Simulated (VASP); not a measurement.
Here is a VASP 6.6.1 calculation.

Contents of INCAR:

```
SYSTEM = ZrSnTe4
  PREC = Accurate
  ENCUT = 520
  EDIFF = 1E-7
  ISMEAR = 0
  SIGMA = 0.1
  LREAL = .False.
  LASPH = .True.
  NELM = 150
  ALGO = Normal
  ISIF = 2
  LWAVE = .False.
  LCHARG = .True.
  ISPIN = 2
  MAGMOM = 1 0 0 0 0 0
  LORBIT = 11
  LMAXMIX = 4
  GGA = PE
  LELF = .True.
  LVHAR = .True.
  NBANDS = 38
```

Contents of KPOINTS:

```
regular mesh
0
Gamma
  4 4 4
  0 0 0
```

POSCAR

```
ZrSnTe4
1.0
    5.8808519055      0.0000000000      0.0000000000
    0.0000000000      5.8808519055      0.0000000000
    0.0000000000      0.0000000000      6.1673267919
Zr Sn Te
1 1 4
Direct
    0.0000000000      0.0000000000      0.5000000000
    0.0000000000      0.0000000000      0.0000000000
    0.0000000000      0.5000000000      0.0000000000
    0.5000000000      0.0000000000      0.0000000000
    0.0000000000      0.5000000000      0.5000000000
    0.5000000000      0.0000000000      0.5000000000
```

Potentials or basis: VASP PAW PBE potentials, release 64 (Zr_sv, Sn_d, Te).

Command:

```sh
$ cat potpaw_PBE.64/Zr_sv/POTCAR potpaw_PBE.64/Sn_d/POTCAR potpaw_PBE.64/Te/POTCAR > POTCAR
$ mpirun -np 1 vasp_std > vasp.out
```

(1) Estimate the net moment.

(2) What does it give for the pressure?

(3) What does it give for the band gap on the k mesh?

Answers

(1) 0.00 μB per cell.

(2) 0.1 GPa.

(3) zero (filled and empty bands overlap).

Caveat: spin-orbit coupling is left out, which moves the levels of the heavy elements.
